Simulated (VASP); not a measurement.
Input of a VASP 6.6.1 run:

File POSCAR:

```
InP
1.0
    0.0000000000      2.9537876425      2.9537876425
    2.9537876425      0.0000000000      2.9537876425
    2.9537876425      2.9537876425      0.0000000000
In P
1 1
Direct
    0.0000000000      0.0000000000      0.0000000000
    0.2500000000      0.2500000000      0.2500000000
```

The input INCAR.step1:

```
SYSTEM = InP
PREC = Accurate ; ENCUT = 520
ISMEAR = 0 ; SIGMA = 0.01
LREAL = .FALSE. ; LASPH = .TRUE.
NELM = 60 ; NBANDS = 16
GGA = PE ; ALGO = Normal
EDIFF = 1E-4 ; LWAVE = .TRUE.
LCHARG = .FALSE.
```

Contents of INCAR.step2:

```
SYSTEM = InP
PREC = Accurate ; ENCUT = 520
EDIFF = 1E-6 ; ISMEAR = 0
SIGMA = 0.01 ; LREAL = .FALSE.
LASPH = .TRUE. ; NELM = 60
ALGO = Normal ; ISIF = 2
LWAVE = .FALSE. ; LCHARG = .FALSE.
METAGGA = R2SCAN ; LMIXTAU = .TRUE.
NBANDS = 16 ; ISTART = 1
```

Contents of KPOINTS:

```
Automatic mesh
0
G
  6 6 6
  0 0 0
```

Potentials or basis: VASP PAW PBE potentials, release 64 (In_d, P).

The run is started by

```console
$ cat potpaw_PBE.64/In_d/POTCAR potpaw_PBE.64/P/POTCAR > POTCAR
$ cp INCAR.step1 INCAR
$ mpirun -np 1 vasp_std > vasp.out
$ cp INCAR.step2 INCAR
$ mpirun -np 1 vasp_std > vasp.out
```

(1) Estimate the band gap on the k mesh.

(2) Predict the pressure.

Results:

(1) 1.03 eV, direct.

(2) -0.1 GPa.

Caveat: the PAW data sets were made with another functional, which shifts forces and pressure a little; spin-orbit coupling is left out, which moves the levels of the heavy elements.
